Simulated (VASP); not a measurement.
Input of a VASP 6.6.1 run:

The input INCAR:

```
SYSTEM = RbBr
ALGO = Normal ; EDIFF = 1E-6
ENCUT = 520 ; GGA = PE
ISIF = 2 ; ISMEAR = -1
LASPH = .True. ; LCHARG = .False.
LREAL = .False. ; LWAVE = .False.
NBANDS = 15 ; NELM = 100
PREC = Accurate ; SIGMA = 0.02
```

File KPOINTS:

```
k-points
0
Gamma
  6 6 6
  0 0 0
```

Contents of POSCAR:

```
RbBr
1.0
   -0.0588163523      3.8694968646      3.8694968646
    3.8694968646     -0.0588163523      3.8694968646
    3.8106805123      3.8106805123      0.0000000000
Rb Br
1 1
Direct
   -0.0034033722     -0.0034033722      0.0034033722
    0.2534033722      0.2534033722      0.2465966278
```

Potentials or basis: VASP PAW PBE potentials, release 64 (Rb_sv, Br).

The run is started by

```sh
$ cat potpaw_PBE.64/Rb_sv/POTCAR potpaw_PBE.64/Br/POTCAR > POTCAR
$ mpirun -np 1 vasp_std > vasp.out
```

Q: Estimate the band gap on the k mesh.

A: 4.06 eV, indirect (least direct gap 4.14 eV).

Q: Predict the pressure.

A: 0.2 GPa.

Stress tensor (GPa, compression positive):
```
0.18 0.06 0.00
0.06 0.18 0.00
0.00 0.00 0.18
```

Caveat: the cell differs from its parent crystal (shear xy strain -3.0%). A k mesh can miss the band edges.
